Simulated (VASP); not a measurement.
# RbBr (Pm-3m) in VASP: single point with r2SCAN+rVV10

Aim: the single point of RbBr with r2SCAN+rVV10.

All numbers are computed with VASP 6.6.1; they aren't measurements. Logs are shortened: lines on timing, memory, paths and dates and some standing lists are left out, and cuts for length are marked.

## 1. The cell of the first run

Symmetry: Pm-3m, No. 221, cubic system. The conventional cell has a = 4.073 Å, b = 4.073 Å, c = 4.073 Å, α = 90.00°, β = 90.00°, γ = 90.00°. Within 4.6 Å of Rb (site symmetry m-3m) lie 8 Br at 3.53 Å and 6 Rb at 4.07 Å. Within 4.6 Å of Br (site symmetry m-3m) lie 8 Rb at 3.53 Å and 6 Br at 4.07 Å.

## 2. Single point, r2SCAN+rVV10

POSCAR reads:

```
RbBr
1.0
    4.0730174796      0.0000000000      0.0000000000
    0.0000000000      4.0730174796      0.0000000000
    0.0000000000      0.0000000000      4.0730174796
Rb Br
1 1
Direct
    0.0000000000      0.0000000000      0.0000000000
    0.5000000000      0.5000000000      0.5000000000
```

INCAR.step1 reads:

```
PREC = Accurate
ENCUT = 520
ISMEAR = -1
SIGMA = 0.03
LREAL = False
LASPH = True
NELM = 100
NBANDS = 15
GGA = PE
ALGO = Normal
EDIFF = 1E-4
LWAVE = True
LCHARG = False
```

INCAR.step2 reads:

```
PREC = Accurate
ENCUT = 520
EDIFF = 1E-7
ISMEAR = -1
SIGMA = 0.03
LREAL = False
LASPH = True
NELM = 100
ALGO = Normal
ISIF = 2
LWAVE = False
LCHARG = False
METAGGA = R2SCAN
LMIXTAU = True
LUSE_VDW = True
IVDW_NL = 2
BPARAM = 11.95
CPARAM = 0.0093
NBANDS = 15
ISTART = 1
```

KPOINTS reads:

```
Automatic mesh
0
Gamma
  8 8 8
```

Potentials or basis: VASP PAW PBE potentials, release 64 (Rb_sv, Br).

Started as:

```sh
$ cat potpaw_PBE.64/Rb_sv/POTCAR potpaw_PBE.64/Br/POTCAR > POTCAR
$ cp INCAR.step1 INCAR
$ mpirun -np 1 vasp_std > vasp.out
$ cp INCAR.step2 INCAR
$ mpirun -np 1 vasp_std > vasp.out
```

OUTCAR:

```text
PREC = Accurate
   ENCUT = 520
   EDIFF = 1E-7
   ISMEAR = -1
   LREAL = False
   LASPH = True
   NELM = 100
   ISIF = 2
   METAGGA = R2SCAN
   IVDW_NL = 2
   BPARAM = 11.95
   ISTART = 1

 ion  position               nearest neighbor table
   1  0.000  0.000  0.000-   2 3.53   2 3.53   2 3.53   2 3.53   2 3.53   2 3.53   2 3.53   2 3.53

   2  0.500  0.500  0.500-   1 3.53   1 3.53   1 3.53   1 3.53   1 3.53   1 3.53   1 3.53   1 3.53

  LATTYP: Found a simple cubic cell.
 ALAT       =     4.0730174796

  Lattice vectors:

 A1 = (   4.0730174796,   0.0000000000,   0.0000000000)
 A2 = (   0.0000000000,   4.0730174796,   0.0000000000)
 A3 = (   0.0000000000,   0.0000000000,   4.0730174796)

Analysis of symmetry for initial positions (statically):
=====================================================================
 Subroutine PRICEL returns:
 Original cell was already a primitive cell.

 Routine SETGRP: Setting up the symmetry group for a
 simple cubic supercell.

 Subroutine GETGRP returns: Found 48 space group operations
 (whereof 48 operations were pure point group operations)
 out of a pool of 48 trial point group operations.

The static configuration has the point symmetry O_h .

Analysis of symmetry for dynamics (positions and initial velocities):
=====================================================================
 Subroutine PRICEL returns:
 Original cell was already a primitive cell.

 Routine SETGRP: Setting up the symmetry group for a
 simple cubic supercell.

 Subroutine GETGRP returns: Found 48 space group operations
 (whereof 48 operations were pure point group operations)
 out of a pool of 48 trial point group operations.

The dynamic configuration has the point symmetry O_h .

 Subroutine INISYM returns: Found 48 space group operations
 (whereof 48 operations are pure point group operations),
 and found     1 'primitive' translations

----------------------------------------------------------------------------------------

                                     Primitive cell

  volume of cell :      67.5692

  direct lattice vectors                    reciprocal lattice vectors
     4.073017480  0.000000000  0.000000000     0.245518220  0.000000000  0.000000000
     0.000000000  4.073017480  0.000000000     0.000000000  0.245518220  0.000000000
     0.000000000  0.000000000  4.073017480     0.000000000  0.000000000  0.245518220

  length of vectors
     4.073017480  4.073017480  4.073017480     0.245518220  0.245518220  0.245518220

  position of ions in fractional coordinates (direct lattice)
     0.000000000  0.000000000  0.000000000
     0.500000000  0.500000000  0.500000000

  ion indices of the primitive-cell ions
   primitive index   ion index
                 1           1
                 2           2

----------------------------------------------------------------------------------------

 KPOINTS: Automatic mesh

Automatic generation of k-mesh.
 Grid dimensions read from file:
 generate k-points for:    8    8    8

 Generating k-lattice:

  Cartesian coordinates                     Fractional coordinates (reciprocal lattice)
     0.030689777  0.000000000  0.000000000     0.125000000  0.000000000  0.000000000
     0.000000000  0.030689777  0.000000000     0.000000000  0.125000000  0.000000000
     0.000000000  0.000000000  0.030689777     0.000000000  0.000000000  0.125000000

  Length of vectors
     0.030689777  0.030689777  0.030689777

  Shift w.r.t. Gamma in fractional coordinates (k-lattice)
     0.000000000  0.000000000  0.000000000

 Subroutine IBZKPT returns following result:
 ===========================================

 Found     35 irreducible k-points:

 Following reciprocal coordinates:
            Coordinates               Weight
  0.000000  0.000000  0.000000      1.000000
  0.125000  0.000000  0.000000      6.000000
  0.250000  0.000000  0.000000      6.000000
  0.375000  0.000000  0.000000      6.000000
  0.500000  0.000000  0.000000      3.000000
  0.125000  0.125000  0.000000     12.000000
[... 16 lines left out ...]
  0.375000  0.375000  0.125000     24.000000
  0.500000  0.375000  0.125000     24.000000
 [... further k-points ...]
   k-points           NKPTS =     35   k-points in BZ     NKDIM =     35   number of bands    NBANDS=     15
   number of dos      NEDOS =    301   number of ions     NIONS =      2
   total plane-waves  NPLWV =  27000
   dimension x,y,z NGX =    30 NGY =   30 NGZ =   30
   dimension x,y,z NGXF=    60 NGYF=   60 NGZF=   60
   ions per type =               1   1
   NGX,Y,Z   is equivalent  to a cutoff of  12.24, 12.24, 12.24 a.u.
   NGXF,Y,Z  is equivalent  to a cutoff of  24.49, 24.49, 24.49 a.u.
 SYSTEM =  unknown system
   PREC   = accura    normal or accurate (medium, high low for compatibility)
   ISTART =      1    job   : 0-new  1-cont  2-samecut
   ICHARG =      0    charge: 1-file 2-atom 10-const
   ISPIN  =      1    spin polarized calculation?
   LNONCOLLINEAR =      F non collinear calculations
   LSORBIT =      F    spin-orbit coupling
   LASPH  =      T    aspherical Exc in radial PAW
   ENCUT  =  520.0 eV  38.22 Ry    6.18 a.u.   7.57  7.57  7.57*2*pi/ulx,y,z
   NELM   =    100;   NELMIN=  2; NELMDL=  0     # of ELM steps
   EDIFF  = 0.1E-06   stopping-criterion for ELM
   LREAL  =      F    real-space projection
   EDIFFG = 0.1E-05   stopping-criterion for IOM
   NSW    =      0    number of steps for IOM
   IBRION =     -1    ionic relax: 0-MD 1-quasi-New 2-CG
   NFREE  =      0    steps in history (QN), initial steepest desc. (CG)
   ISIF   =      2    stress and relaxation
   ISYM   =      2    0-nonsym 1-usesym 2-fastsym
   POTIM  = 0.5000    time-step for ionic-motion
   TEBEG  =    0.0;   TEEND  =   0.0 temperature during run
   PSTRESS=    0.0 pullay stress
   NELECT =      16.0000    total number of electrons
   NUPDOWN=      -1.0000    fix difference up-down
   EMIN   =  10.00;   EMAX   =-10.00  energy-range for DOS
   EFERMI =   0.00;   METHOD = LEGACY
   ISMEAR =    -1;   SIGMA  =   0.03  broadening in eV -4-tet -1-fermi 0-gaus
   EFERMI_NEDOS =   21; number of points for ismear=-14 and -15
   IALGO  =     38    algorithm
   IMIX   =      4    mixing-type and parameters
     AMIX     =   0.40;   BMIX     =  1.00
     AMIX_MAG =   1.60;   BMIX_MAG =  1.00
  volume/ion in A,a.u.               =      33.78       227.99
  Fermi-wavevector in a.u.,A,eV,Ry     =   1.012819  1.913951 13.956891  1.025803
  Thomas-Fermi vector in A             =   2.145951
   LORBIT       =      0    0 simple, 1 ext, 2 COOP (PROOUT), +10 PAW based schemes
   METAGGA = R2SCAN    functional components
   LHFCALC =     F    Hartree Fock is set to
   AEXX    =    0.0000 exact exchange contribution
   IVDW_NL    =     2    kernel type
   BPARAM     =11.9500
   IVDW    =     0    specifies the selected vdW correction
   LEPSILON=     F    determine dielectric tensor
   LRPA    =     F    only Hartree local field effects (RPA)
 non-spin polarized calculation
  energy-cutoff  :      520.00
  volume of cell :       67.57
 maximum number of plane-waves:      1856
   NGX = 15   NGY = 15   NGZ = 15

 number of electron      15.9999999 magnetization

 Free energy of the ion-electron system (eV)
  ---------------------------------------------------
  ext. energy  EPLUGINS =         0.00000000
  ---------------------------------------------------
  free energy    TOTEN  =       -30.65390846 eV

  energy without entropy =      -30.65390846  energy(sigma->0) =      -30.65390846

 E-fermi :  -0.1915     XC(G=0):  -8.5687

 val. band max:       -0.8707264376   @ k =   0.5000   0.5000   0.0000
 cond. band min:       4.0301969770   @ k =   0.0000   0.0000   0.0000
 fundamental gap:      4.9009234147
 Fermi energy:        -0.1915272825

 k-point     1 :       0.0000    0.0000    0.0000
  band No.  band energies     occupation
      1     -26.6720      2.00000
      2     -13.9994      2.00000
      3     -10.1062      2.00000
      4     -10.1062      2.00000
      5     -10.1062      2.00000
      6      -1.0270      2.00000
      7      -1.0270      2.00000
      8      -1.0270      2.00000
      9       4.0302      0.00000
     10       5.1317      0.00000
     11       5.1317      0.00000
     12       9.9457      0.00000
     13       9.9457      0.00000
     14       9.9457      0.00000
     15      12.6428      0.00000

 k-point     2 :       0.1250    0.0000    0.0000
  band No.  band energies     occupation
      1     -26.6684      2.00000
      2     -13.9985      2.00000
      3     -10.1288      2.00000
      4     -10.0981      2.00000
      5     -10.0981      2.00000
      6      -1.3464      2.00000
      7      -1.0394      2.00000
      8      -1.0394      2.00000
      9       4.4315      0.00000
     10       5.2575      0.00000
     11       5.5163      0.00000
     12       9.8545      0.00000
     13       9.8545      0.00000
     14      10.0431      0.00000
     15      11.7650      0.00000

 k-point     3 :       0.2500    0.0000    0.0000
  band No.  band energies     occupation
      1     -26.6595      2.00000
      2     -13.9975      2.00000
      3     -10.1782      2.00000
      4     -10.0783      2.00000
      5     -10.0783      2.00000
      6      -1.9809      2.00000
      7      -1.0704      2.00000
      8      -1.0704      2.00000
      9       5.3453      0.00000
     10       5.6229      0.00000
     11       6.4869      0.00000
     12       9.7342      0.00000
     13       9.7342      0.00000
     14      10.3120      0.00000
     15      10.3177      0.00000
[... 343 lines left out ...]
 k-point    23 :       0.3750    0.3750    0.1250
  band No.  band energies     occupation
      1     -26.6276      2.00000
      2     -13.8205      2.00000
      3     -10.3949      2.00000
      4     -10.3359      2.00000
      5     -10.0788      2.00000
      6      -2.0621      2.00000
      7      -1.9260      2.00000
      8      -1.1684      2.00000
      9       5.7412      0.00000
     10       6.7034      0.00000
     11       7.9172      0.00000
     12       8.1331      0.00000
     13       9.4131      0.00000
     14       9.7412      0.00000
     15      11.7116      0.00000

 k-point    24 :       0.5000    0.3750    0.1250
  band No.  band energies     occupation
      1     -26.6243      2.00000
      2     -13.7930      2.00000
      3     -10.4153      2.00000
      4     -10.3892      2.00000
      5     -10.0723      2.00000
      6      -2.1203      2.00000
      7      -1.9267      2.00000
      8      -1.1480      2.00000
      9       5.5513      0.00000
     10       6.6185      0.00000
     11       7.8465      0.00000
     12       8.0181      0.00000
     13       9.7743      0.00000
     14      10.4026      0.00000
     15      11.8653      0.00000

 [... further k-points ...]

------------------------ aborting loop because EDIFF is reached ----------------------------------------

  FORCE on cell =-STRESS in cart. coord.  units (eV):
  Direction    XX          YY          ZZ          XY          YZ          ZX
  --------------------------------------------------------------------------------------
  -------------------------------------------------------------------------------------
  Total        0.0650686      0.0650686      0.0650686     -0.0000000      0.0000000      0.0000000
  in kB        1.5428836      1.5428836      1.5428836     -0.0000000      0.0000000      0.0000000
  external PRESSURE =       1.5428836 kB  Pullay stress =       0.0000000 kB

 VOLUME and BASIS-vectors are now :
 -----------------------------------------------------------------------------
  energy-cutoff  :      520.00
  volume of cell :       67.57
      direct lattice vectors                 reciprocal lattice vectors
     4.073017480  0.000000000  0.000000000     0.245518220  0.000000000  0.000000000
     0.000000000  4.073017480  0.000000000     0.000000000  0.245518220  0.000000000
     0.000000000  0.000000000  4.073017480     0.000000000  0.000000000  0.245518220

 POSITION                                       TOTAL-FORCE (eV/Angst)
 -----------------------------------------------------------------------------------
      0.00000      0.00000      0.00000         0.000000      0.000000      0.000000
      2.03651      2.03651      2.03651         0.000000      0.000000      0.000000
 -----------------------------------------------------------------------------------
    total drift:                                0.000000      0.000000     -0.000000

  FREE ENERGIE OF THE ION-ELECTRON SYSTEM (eV)
  ---------------------------------------------------
  free  energy   TOTEN  =       -30.6539084612 eV

  energy  without entropy=      -30.6539084612  energy(sigma->0) =      -30.65390846
```

Wall time 2.6 min (1 thread of AMD EPYC 7R13, shared host); peak memory 0.27 GiB.

Results:

```yaml
Free_energy: -30.6539 eV
Pressure: 0.2 GPa
Band_gap_on_the_k_mesh: 4.90 eV (least direct gap 5.06 eV)
```

Levels at points of the mesh, in eV from the valence-band top:
```tsv
k point	band 6	band 7	band 8	band 9	band 10	band 11
(0.00, 0.00, 0.00)	-0.16	-0.16	-0.16	4.90	6.00	6.00
(0.50, 0.00, 0.00)	-1.83	-0.25	-0.25	7.40	7.93	8.53
(0.50, 0.50, 0.00)	-1.12	-1.12	0.00	5.87	6.90	8.66
(0.50, 0.50, 0.50)	-1.45	-1.45	-1.45	8.95	8.95	8.95
```

Caveat: the PAW data sets were made with another functional, which shifts forces and pressure a little. A k mesh can miss the band edges.
